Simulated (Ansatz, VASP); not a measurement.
**Two plane-wave programs on SnTe**

Contents of INCAR:

```
  ALGO = Normal
  EDIFF = 1E-6
  ENCUT = 520
  GGA = PS
  ISIF = 2
  ISMEAR = 0
  LASPH = T
  LCHARG = T
  LELF = T
  LREAL = F
  LVHAR = T
  LWAVE = F
  NBANDS = 17
  NELM = 100
  PREC = Accurate
  SIGMA = 0.03
```

The input KPOINTS:

```
k-points
0
Gamma
  10 10 10
```

Contents of POSCAR:

```
SnTe
1.0
    0.0000000000      3.1997450998      3.0717552958
    3.1997450998      0.0000000000      3.0717552958
    3.1997450998      3.1997450998      0.0000000000
Sn Te
1 1
Direct
    0.0000000000      0.0000000000      0.0000000000
    0.5000000000      0.5000000000      0.5000000000
```

Input for Ansatz:

```yaml
crystal:
  lattice:
    - [0.0, 3.1997450998, 3.0717552958]
    - [3.1997450998, 0.0, 3.0717552958]
    - [3.1997450998, 3.1997450998, 0.0]
  atoms:
    - { symbol: Sn, position: [0.0, 0.0, 0.0] }
    - { symbol: Te, position: [0.5, 0.5, 0.5] }
basis:
  ecutwfc: 420
kpoints:
  mp_grid: { grid: [10, 10, 10] }
hamiltonian:
  xc: pbesol
scf:
  occupations: { method: gaussian, width: 0.03 }
output:
  forces: true
  stress: true
  eigenvalues: true
  write_density: true
  write_potential: true
  elf: true
  volumetric_format: npy
```

Alike in both runs: task single point; functional PBEsol; k mesh 10 × 10 × 10; occupations gaussian, width 0.03 eV; no spin polarisation.

|  | VASP | Ansatz |
| --- | --- | --- |
| version | VASP 6.6.1 | Ansatz 0.2.0 |
| potentials or method | VASP PAW PBE potentials, release 64 (Sn_d, Te), cutoff 520 eV | scalar-relativistic, plane waves, PAW |
| valence electrons in the cell | 20 | 30 |

VASP gave:

| Property | Result |
| --- | --- |
| gap on the k mesh at the Fermi level (eV) | 0.21 |
| least direct gap on the mesh (eV) | 0.21 |
| pressure (GPa) | -0.3 |
| traceless stress, the component that is largest in VASP (GPa) | 3.75 |

Question: What did Ansatz give for the same quantities?

Answer: gap on the k mesh at the Fermi level (eV): 0.21; least direct gap on the mesh (eV): 0.21; pressure (GPa): -0.3; traceless stress, the component that is largest in VASP (GPa): 3.73.

VASP's potentials were made for PBE, not for PBEsol. VASP's potentials hold 20 valence electrons a cell and Ansatz's 30, so a difference there can come from the potentials and not from the codes.

Neither program's run includes spin-orbit coupling.
